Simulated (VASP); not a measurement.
# PrWCl2 (P4/mmm) in VASP: further runs

Runs on PrWCl2. Level: PBE. Tasks: single point.

All numbers are computed with VASP 6.6.1; they aren't measurements. Logs are shortened: lines on timing, memory, paths and dates and some standing lists are left out, and cuts for length are marked.

## Step 1: The cell of the first run

The structure is tetragonal, space group P4/mmm (No. 123). The conventional cell has a = 4.430 Å, b = 4.430 Å, c = 5.838 Å, α = 90.00°, β = 90.00°, γ = 90.00°. Within 3.8 Å of Pr (site symmetry 4/mmm) lie 2 W at 2.92 Å and 4 Cl at 3.13 Å. W (site symmetry 4/mmm) has 2 Pr at 2.92 Å and 4 Cl at 3.13 Å within 3.8 Å. Within 3.8 Å of Cl (site symmetry 4/mmm) lie 2 Cl at 2.92 Å and 4 W at 3.13 Å. Within 3.8 Å of Cl (site symmetry 4/mmm) lie 2 Cl at 2.92 Å and 4 Pr at 3.13 Å.

The cell was built from a structure type or drawn by symmetry, and may not be a known phase.

## Step 2: Single point, PBE

INCAR reads:

```
SYSTEM = PrWCl2
PREC     = Accurate       ! precision mode
ENCUT    = 500            ! plane-wave cutoff, eV
EDIFF    = 1E-6           ! SCF threshold, eV
ISMEAR   = 0              ! smearing method
SIGMA    = 0.1            ! smearing width, eV
LREAL    = .False.        ! projectors in reciprocal space
LASPH    = .True.         ! aspherical terms in the spheres
NELM     = 200            ! most SCF steps
ALGO     = Normal         ! electronic algorithm
ISIF     = 2              ! what is computed and relaxed
LWAVE    = .False.        ! write WAVECAR
LCHARG   = .False.        ! write CHGCAR
GGA      = PE             ! functional
NBANDS   = 28             ! bands
GGA_COMPAT= .False.      
LMAXMIX  = 6              ! l up to which the mixer works
```

KPOINTS reads:

```
Automatic mesh
0
Gamma
  4 4 4
  0 0 0
```

POSCAR reads:

```
PrWCl2
1.0
    4.4298228300      0.0000000000      0.0000000000
    0.0000000000      4.4298228300      0.0000000000
    0.0000000000      0.0000000000      5.8377763200
Pr W Cl
1 1 2
Direct
    0.0000000000      0.0000000000      0.5000000000
    0.0000000000      0.0000000000      0.0000000000
    0.5000000000      0.5000000000      0.0000000000
    0.5000000000      0.5000000000      0.5000000000
```

Potentials or basis: VASP PAW PBE potentials, release 64 (Pr_3, W_sv, Cl), 4f in core.

Launch:

```
> cat potpaw_PBE.64/Pr_3/POTCAR potpaw_PBE.64/W_sv/POTCAR potpaw_PBE.64/Cl/POTCAR > POTCAR
> mpirun -np 1 vasp_std > vasp.out
```

OUTCAR:

```text
SYSTEM = PrWCl2
   PREC = Accurate
   ENCUT = 500
   EDIFF = 1E-6
   ISMEAR = 0
   LREAL = .False.
   LASPH = .True.
   NELM = 200
   ISIF = 2
   GGA = PE

 ion  position               nearest neighbor table
   1  0.000  0.000  0.500-   2 2.92   2 2.92   4 3.13   4 3.13   4 3.13   4 3.13
   2  0.000  0.000  0.000-   1 2.92   1 2.92
   3  0.500  0.500  0.000-
   4  0.500  0.500  0.500-   1 3.13   1 3.13   1 3.13   1 3.13

  LATTYP: Found a simple tetragonal cell.
 ALAT       =     4.4298228300
 C/A-ratio  =     1.3178351695

  Lattice vectors:

 A1 = (   4.4298228300,   0.0000000000,   0.0000000000)
 A2 = (   0.0000000000,   4.4298228300,   0.0000000000)
 A3 = (   0.0000000000,   0.0000000000,   5.8377763200)

Analysis of symmetry for initial positions (statically):
=====================================================================
 Subroutine PRICEL returns:
 Original cell was already a primitive cell.

 Routine SETGRP: Setting up the symmetry group for a
 simple tetragonal supercell.

 Subroutine GETGRP returns: Found 16 space group operations
 (whereof 16 operations were pure point group operations)
 out of a pool of 16 trial point group operations.

The static configuration has the point symmetry D_4h.

Analysis of symmetry for dynamics (positions and initial velocities):
=====================================================================
 Subroutine PRICEL returns:
 Original cell was already a primitive cell.

 Routine SETGRP: Setting up the symmetry group for a
 simple tetragonal supercell.

 Subroutine GETGRP returns: Found 16 space group operations
 (whereof 16 operations were pure point group operations)
 out of a pool of 16 trial point group operations.

The dynamic configuration has the point symmetry D_4h.

 Subroutine INISYM returns: Found 16 space group operations
 (whereof 16 operations are pure point group operations),
 and found     1 'primitive' translations

----------------------------------------------------------------------------------------

                                     Primitive cell

  volume of cell :     114.5566

  direct lattice vectors                    reciprocal lattice vectors
     4.429822830  0.000000000  0.000000000     0.225742662  0.000000000  0.000000000
     0.000000000  4.429822830  0.000000000     0.000000000  0.225742662  0.000000000
     0.000000000  0.000000000  5.837776320     0.000000000  0.000000000  0.171298101

  length of vectors
     4.429822830  4.429822830  5.837776320     0.225742662  0.225742662  0.171298101

  position of ions in fractional coordinates (direct lattice)
     0.000000000  0.000000000  0.500000000
     0.000000000  0.000000000  0.000000000
     0.500000000  0.500000000  0.000000000
     0.500000000  0.500000000  0.500000000

  ion indices of the primitive-cell ions
   primitive index   ion index
                 1           1
                 2           2
                 3           3
                 4           4

----------------------------------------------------------------------------------------

 KPOINTS: Automatic mesh

Automatic generation of k-mesh.
 Grid dimensions read from file:
 generate k-points for:    4    4    4

 Generating k-lattice:

  Cartesian coordinates                     Fractional coordinates (reciprocal lattice)
     0.056435666  0.000000000  0.000000000     0.250000000  0.000000000  0.000000000
     0.000000000  0.056435666  0.000000000     0.000000000  0.250000000  0.000000000
     0.000000000  0.000000000  0.042824525     0.000000000  0.000000000  0.250000000

  Length of vectors
     0.056435666  0.056435666  0.042824525

  Shift w.r.t. Gamma in fractional coordinates (k-lattice)
     0.000000000  0.000000000  0.000000000

 Subroutine IBZKPT returns following result:
 ===========================================

 Found     18 irreducible k-points:

 Following reciprocal coordinates:
            Coordinates               Weight
  0.000000  0.000000  0.000000      1.000000
  0.250000  0.000000  0.000000      4.000000
  0.500000  0.000000  0.000000      2.000000
  0.250000  0.250000  0.000000      4.000000
  0.500000  0.250000  0.000000      4.000000
  0.500000  0.500000  0.000000      1.000000
[... 10 lines left out ...]
  0.500000  0.250000  0.500000      4.000000
  0.500000  0.500000  0.500000      1.000000
   k-points           NKPTS =     18   k-points in BZ     NKDIM =     18   number of bands    NBANDS=     28
   number of dos      NEDOS =    301   number of ions     NIONS =      4
   total plane-waves  NPLWV =  49152
   dimension x,y,z NGX =    32 NGY =   32 NGZ =   48
   dimension x,y,z NGXF=    64 NGYF=   64 NGZF=   96
   ions per type =               1   1   2
   NGX,Y,Z   is equivalent  to a cutoff of  12.01, 12.01, 13.67 a.u.
   NGXF,Y,Z  is equivalent  to a cutoff of  24.02, 24.02, 27.34 a.u.
 SYSTEM =  PrWCl2
   PREC   = accura    normal or accurate (medium, high low for compatibility)
   ISTART =      0    job   : 0-new  1-cont  2-samecut
   ICHARG =      2    charge: 1-file 2-atom 10-const
   ISPIN  =      1    spin polarized calculation?
   LNONCOLLINEAR =      F non collinear calculations
   LSORBIT =      F    spin-orbit coupling
   LASPH  =      T    aspherical Exc in radial PAW
   ENCUT  =  500.0 eV  36.75 Ry    6.06 a.u.   8.08  8.08 10.64*2*pi/ulx,y,z
   NELM   =    200;   NELMIN=  2; NELMDL= -5     # of ELM steps
   EDIFF  = 0.1E-05   stopping-criterion for ELM
   LREAL  =      F    real-space projection
   EDIFFG = 0.1E-04   stopping-criterion for IOM
   NSW    =      0    number of steps for IOM
   IBRION =     -1    ionic relax: 0-MD 1-quasi-New 2-CG
   NFREE  =      0    steps in history (QN), initial steepest desc. (CG)
   ISIF   =      2    stress and relaxation
   ISYM   =      2    0-nonsym 1-usesym 2-fastsym
   POTIM  = 0.5000    time-step for ionic-motion
   TEBEG  =    0.0;   TEEND  =   0.0 temperature during run
   PSTRESS=    0.0 pullay stress
   NELECT =      39.0000    total number of electrons
   NUPDOWN=      -1.0000    fix difference up-down
   EMIN   =  10.00;   EMAX   =-10.00  energy-range for DOS
   EFERMI =   0.00;   METHOD = LEGACY
   ISMEAR =     0;   SIGMA  =   0.10  broadening in eV -4-tet -1-fermi 0-gaus
   EFERMI_NEDOS =   21; number of points for ismear=-14 and -15
   IALGO  =     38    algorithm
   IMIX   =      4    mixing-type and parameters
     AMIX     =   0.40;   BMIX     =  1.00
     AMIX_MAG =   1.60;   BMIX_MAG =  1.00
  volume/ion in A,a.u.               =      28.64       193.27
  Fermi-wavevector in a.u.,A,eV,Ry     =   1.143114  2.160173 17.778872  1.306710
  Thomas-Fermi vector in A             =   2.279810
   LORBIT       =      0    0 simple, 1 ext, 2 COOP (PROOUT), +10 PAW based schemes
   GGA     = PE    functional components
   LHFCALC =     F    Hartree Fock is set to
   AEXX    =    0.0000 exact exchange contribution
   IVDW    =     0    specifies the selected vdW correction
   LEPSILON=     F    determine dielectric tensor
   LRPA    =     F    only Hartree local field effects (RPA)
 non-spin polarized calculation
 Gauss-broadening in eV      SIGMA  =   0.10
  energy-cutoff  :      500.00
  volume of cell :      114.56
 maximum number of plane-waves:      2968
   NGX = 17   NGY = 17   NGZ = 21

 number of electron      39.0000005 magnetization

 Free energy of the ion-electron system (eV)
  ---------------------------------------------------
  ext. energy  EPLUGINS =         0.00000000
  ---------------------------------------------------
  free energy    TOTEN  =       -18.78720069 eV

  energy without entropy =      -18.75559541  energy(sigma->0) =      -18.77139805

 E-fermi :   3.8020     XC(G=0):  -9.2746

 val. band max:        3.7958828241   @ k =   0.5000   0.0000   0.5000
 cond. band min:       3.8103827195   @ k =   0.2500   0.2500   0.5000
 fundamental gap:      0.0144998954
 Fermi energy:         3.8020012974

 k-point     1 :       0.0000    0.0000    0.0000
  band No.  band energies     occupation
      1     -70.3495      2.00000
      2     -34.6841      2.00000
      3     -34.6841      2.00000
      4     -34.2138      2.00000
      5     -33.1881      2.00000
      6     -15.1631      2.00000
[... 20 lines left out ...]
     27       7.8322      0.00000
     28       8.0727      0.00000

 k-point     2 :       0.2500    0.0000    0.0000
  band No.  band energies     occupation
      1     -70.3496      2.00000
      2     -34.6856      2.00000
      3     -34.6840      2.00000
      4     -34.2137      2.00000
      5     -33.1857      2.00000
      6     -15.2814      2.00000
[... 20 lines left out ...]
     27       7.7879      0.00000
     28       7.9041      0.00000

 k-point     3 :       0.5000    0.0000    0.0000
  band No.  band energies     occupation
      1     -70.3495      2.00000
      2     -34.6871      2.00000
      3     -34.6838      2.00000
      4     -34.2136      2.00000
      5     -33.1833      2.00000
      6     -15.3901      2.00000
[... 20 lines left out ...]
     27       7.9935      0.00000
     28       8.0808      0.00000

 k-point     4 :       0.2500    0.2500    0.0000
  band No.  band energies     occupation
      1     -70.3495      2.00000
      2     -34.6855      2.00000
      3     -34.6854      2.00000
      4     -34.2136      2.00000
      5     -33.1833      2.00000
      6     -15.2726      2.00000
[... 20 lines left out ...]
     27       7.6312      0.00000
     28       8.1579      0.00000

 k-point     5 :       0.5000    0.2500    0.0000
  band No.  band energies     occupation
      1     -70.3495      2.00000
      2     -34.6869      2.00000
      3     -34.6853      2.00000
      4     -34.2135      2.00000
      5     -33.1810      2.00000
      6     -15.3282      2.00000
[... 20 lines left out ...]
     27       7.6175      0.00000
     28       8.2541      0.00000

 k-point     6 :       0.5000    0.5000    0.0000
  band No.  band energies     occupation
      1     -70.3496      2.00000
      2     -34.6867      2.00000
      3     -34.6867      2.00000
      4     -34.2134      2.00000
      5     -33.1788      2.00000
      6     -15.2622      2.00000
[... 277 lines left out ...]
      5     -33.1229      2.00000
      6     -15.3900      2.00000
[... 20 lines left out ...]
     27       8.0011      0.00000
     28       8.4885      0.00000

 k-point    16 :       0.2500    0.2500    0.5000
  band No.  band energies     occupation
      1     -70.3495      2.00000
      2     -34.6854      2.00000
      3     -34.6854      2.00000
      4     -34.2618      2.00000
      5     -33.1230      2.00000
      6     -15.2739      2.00000
[... 20 lines left out ...]
     27       5.8501      0.00000
     28       8.1240      0.00000

 k-point    17 :       0.5000    0.2500    0.5000
  band No.  band energies     occupation
      1     -70.3495      2.00000
      2     -34.6869      2.00000
      3     -34.6853      2.00000
      4     -34.2615      2.00000
      5     -33.1208      2.00000
      6     -15.3296      2.00000
[... 20 lines left out ...]
     27       6.8131      0.00000
     28       7.9740      0.00000

 k-point    18 :       0.5000    0.5000    0.5000
  band No.  band energies     occupation
      1     -70.3495      2.00000
      2     -34.6867      2.00000
      3     -34.6867      2.00000
      4     -34.2613      2.00000
      5     -33.1187      2.00000
      6     -15.2653      2.00000
[... 20 lines left out ...]
     27       7.1577      0.00000
     28       7.2744      0.00000

------------------------ aborting loop because EDIFF is reached ----------------------------------------

  FORCE on cell =-STRESS in cart. coord.  units (eV):
  Direction    XX          YY          ZZ          XY          YZ          ZX
  --------------------------------------------------------------------------------------
  -------------------------------------------------------------------------------------
  Total       -8.6337505     -8.6337505      2.1549698      0.0000000     -0.0000000     -0.0000000
  in kB     -120.7507703   -120.7507703     30.1391916      0.0000000     -0.0000000     -0.0000000
  external PRESSURE =     -70.4541163 kB  Pullay stress =       0.0000000 kB

 VOLUME and BASIS-vectors are now :
 -----------------------------------------------------------------------------
  energy-cutoff  :      500.00
  volume of cell :      114.56
      direct lattice vectors                 reciprocal lattice vectors
     4.429822830  0.000000000  0.000000000     0.225742662  0.000000000  0.000000000
     0.000000000  4.429822830  0.000000000     0.000000000  0.225742662  0.000000000
     0.000000000  0.000000000  5.837776320     0.000000000  0.000000000  0.171298101

 POSITION                                       TOTAL-FORCE (eV/Angst)
 -----------------------------------------------------------------------------------
      0.00000      0.00000      2.91889         0.000000      0.000000      0.000000
      0.00000      0.00000      0.00000         0.000000      0.000000      0.000000
      2.21491      2.21491      0.00000         0.000000      0.000000      0.000000
      2.21491      2.21491      2.91889         0.000000      0.000000      0.000000
 -----------------------------------------------------------------------------------
    total drift:                                0.000000     -0.000000     -0.000000

  FREE ENERGIE OF THE ION-ELECTRON SYSTEM (eV)
  ---------------------------------------------------
  free  energy   TOTEN  =       -18.7872006872 eV

  energy  without entropy=      -18.7555954149  energy(sigma->0) =      -18.77139805
```

Run time: 19 s. Hardware: 1 thread of Intel Xeon 6975P-C (Granite Rapids), shared host; peak memory 0.24 GiB.

Results:

```
Free energy            : -18.7872 eV
Pressure               : -7.0 GPa
Band gap on the k mesh : zero (an odd number of electrons rules out a gap without spin polarisation)
```

Stress tensor (GPa, compression positive):
```
-12.08   0.00   0.00
  0.00 -12.08   0.00
  0.00   0.00   3.01
```

Caveat: the cell stands under tension; spin-orbit coupling is left out, which moves the levels of the heavy elements; the 4f electrons are frozen in the core, so they carry no moment and show no levels; an odd number of electrons without spin polarisation forces a metal; a magnetic or distorted state may lie lower; the run has no spin polarisation, though such a crystal can be magnetic. With open d or f shells a metallic result of PBE can be an artefact of self-interaction; +U or a hybrid may open a gap.

## Step 3: Single point, PBE, collinear spin

This run uses another cell than the first one, of 24.11 Å³/atom.

INCAR reads:

```
PREC = Accurate
ENCUT = 500
EDIFF = 1E-6
ISMEAR = 0
SIGMA = 0.1
LREAL = F
LASPH = T
NELM = 200
ALGO = Normal
ISIF = 2
LWAVE = F
LCHARG = T
ISPIN = 2
MAGMOM = 0.01 2 0.06 0.01
LORBIT = 11
LMAXMIX = 6
GGA = PE
LELF = T
LVHAR = T
NBANDS = 32
GGA_COMPAT = F
```

KPOINTS reads:

```
regular mesh
0
Gamma
  4 4 4
```

POSCAR reads:

```
PrWCl2
1.0
    3.8877984568      0.0000000000      0.0000000000
    0.0000000000      3.8877984568      0.0000000000
    0.0000000000      0.0000000000      6.3807495657
Pr W Cl
1 1 2
Direct
    0.0000000000      0.0000000000      0.5000000000
    0.0000000000      0.0000000000      0.0000000000
    0.5000000000      0.5000000000      0.0000000000
    0.5000000000      0.5000000000      0.5000000000
```

Potentials or basis: VASP PAW PBE potentials, release 64 (Pr_3, W_sv, Cl), 4f in core.

Launch:

```
> cat potpaw_PBE.64/Pr_3/POTCAR potpaw_PBE.64/W_sv/POTCAR potpaw_PBE.64/Cl/POTCAR > POTCAR
> mpirun -np 1 vasp_std > vasp.out
```

Run time: 56 s. Hardware: 1 thread of Intel Xeon 6975P-C (Granite Rapids), shared host; peak memory 0.26 GiB.

Results (log left out):

| Property | Result |
| --- | --- |
| Free energy | -20.3149 eV |
| Pressure | -0.2 GPa |
| Net moment | 2.61 μB per cell |
| Site moments | Pr +0.01; W +1.99; Cl +0.01 μB |
| Valence electrons inside the program's atomic spheres | Pr 8.80; W 11.76; Cl 5.02, 5.19 |

Stress tensor (GPa, compression positive):
```
-0.37  0.00  0.00
 0.00 -0.37  0.00
 0.00  0.00  0.12
```

Levels at points of the mesh, in eV from the Fermi level:
Spin up:
```csv
k point,band 19,band 20,band 21,band 22,band 23,band 24
"(0.00, 0.00, 0.00)",-1.54,-1.19,-1.15,-1.15,-1.01,1.45
"(0.50, 0.00, 0.00)",-0.82,-0.53,1.55,1.83,2.05,2.52
"(0.50, 0.50, 0.00)",-2.46,-0.37,-0.12,0.02,1.61,1.61
"(0.00, 0.00, 0.50)",-1.74,-1.18,-0.73,-0.73,-0.59,0.32
"(0.50, 0.00, 0.50)",-0.52,-0.48,-0.15,1.01,2.05,2.36
"(0.50, 0.50, 0.50)",-0.87,-0.31,-0.11,0.02,0.04,0.04
```
Spin down:
| k point | band 14 | band 15 | band 16 | band 17 | band 18 | band 19 | band 20 | band 21 | band 22 | band 23 |
| --- | --- | --- | --- | --- | --- | --- | --- | --- | --- | --- |
| (0.00, 0.00, 0.00) | -5.24 | -5.24 | -3.83 | -2.72 | -1.90 | -0.88 | 0.05 | 0.05 | 0.11 | 0.16 |
| (0.50, 0.00, 0.00) | -6.97 | -6.14 | -3.92 | -1.84 | 0.22 | 0.47 | 1.24 | 1.85 | 2.27 | 2.68 |
| (0.50, 0.50, 0.00) | -5.51 | -5.51 | -3.67 | -1.82 | -1.67 | -1.67 | 0.96 | 1.23 | 1.98 | 2.34 |
| (0.00, 0.00, 0.50) | -5.47 | -5.45 | -5.45 | -1.61 | -1.27 | -0.84 | 0.14 | 0.50 | 0.57 | 0.84 |
| (0.50, 0.00, 0.50) | -6.21 | -5.94 | -5.36 | 0.00 | 0.09 | 0.86 | 1.08 | 1.22 | 1.28 | 2.43 |
| (0.50, 0.50, 0.50) | -5.63 | -5.46 | -4.91 | -0.29 | -0.29 | 0.03 | 0.03 | 0.13 | 1.00 | 1.09 |

Caveat: the k points lie up to 0.40 Å⁻¹ apart; the magnetic or orbital state may not be the lowest; spin-orbit coupling is left out, which moves the levels of the heavy elements; the 4f electrons are frozen in the core, so they carry no moment and show no levels. With open d or f shells a metallic result of PBE can be an artefact of self-interaction; +U or a hybrid may open a gap.
